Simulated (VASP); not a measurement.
Write the native input for VASP 6.6.1 that does the following.

* Task: single point
* Functional: PBE
* Dispersion: D3(BJ)
* Potentials or basis: VASP PAW PBE potentials, release 64 (H)
* Cutoff: 520 eV
* k mesh: 10 × 10 × 26
* Occupations: gaussian, width 0.05 eV
* Spin: no spin polarisation
* Dipole correction: no
* Further INCAR settings: ALGO = Normal; EDIFF = 1e-06; NBANDS = 6

The structure of H lies in POSCAR:

```
H
1.0
    2.7158797074      0.0000000000      0.0000000000
    0.0000000000      2.7158797074      0.0000000000
    0.0000000000      0.0000000000      0.9314682740
H
1
Direct
    0.0000000000      0.0000000000      0.5000000000
```

This cell differs from its parent crystal: strain +0.025 along x and y, -0.050 along z.

One way to write it, as run:

INCAR

```
ALGO = Normal ; EDIFF = 1E-6
ENCUT = 520 ; GGA = PE
ISIF = 2 ; ISMEAR = 0
IVDW = 12 ; LASPH = True
LCHARG = False ; LREAL = False
LWAVE = False ; NBANDS = 6
NELM = 80 ; PREC = Accurate
SIGMA = 0.05
```

KPOINTS

```
k-points
0
Gamma
  10 10 26
```

Potentials or basis: VASP PAW PBE potentials, release 64 (H).

Launch:

```console
$ cat potpaw_PBE.64/H/POTCAR > POTCAR
$ mpirun -np 1 vasp_std > vasp.out
```

Results of the run:

```json
{
 "Pressure": "9.0 GPa",
 "Dispersion energy per atom": "-0.058 eV"
}
```

Caveat: the cell differs from its parent crystal (strain +0.025 along x and y, -0.050 along z); pairwise dispersion overbinds metals, which lowers pressure and volume.

It took 6.1 s on 1 thread of Intel Xeon 6975P-C, on a shared host, peak memory 0.12 GiB.
